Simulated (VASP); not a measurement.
A run of VASP 6.6.1:

The input INCAR:

```
PREC = Accurate
ENCUT = 520
EDIFF = 1E-6
ISMEAR = 0
SIGMA = 0.05
LREAL = False
LASPH = True
NELM = 60
ALGO = Normal
ISIF = 2
LWAVE = False
LCHARG = False
GGA = PS
NBANDS = 26
```

File KPOINTS:

```
Automatic mesh
0
Gamma
  10 10 6
```

Contents of POSCAR:

```
AgCl
1.0
    3.2535431896      0.0000000000      0.0000000000
    0.0000000000      3.3311591989      0.0000000000
    0.0000000000      0.0000000000      6.6623183978
Ag Cl
2 2
Direct
    0.0000000000      0.0000000000      0.0000000000
    0.0000000000      0.0000000000      0.5000000000
    0.3809123262      0.5000000000      0.2500000000
    0.6190876738      0.5000000000      0.7500000000
```

Potentials or basis: VASP PAW PBE potentials, release 64 (Ag, Cl).

Launch:

```sh
$ cat potpaw_PBE.64/Ag/POTCAR potpaw_PBE.64/Cl/POTCAR > POTCAR
$ mpirun -np 1 vasp_std > vasp.out
```

Hardware: 1 thread of AMD EPYC 9R45 96-Core Processor (Zen 5), with other jobs on the host.

Q: Estimate the wall time of this run.

A: Wall time 100 s on 1 thread of AMD EPYC 9R45 96-Core Processor (Zen 5), with other jobs on the host, peak memory 0.31 GiB. Counts: scf iterations 12, k points 144.
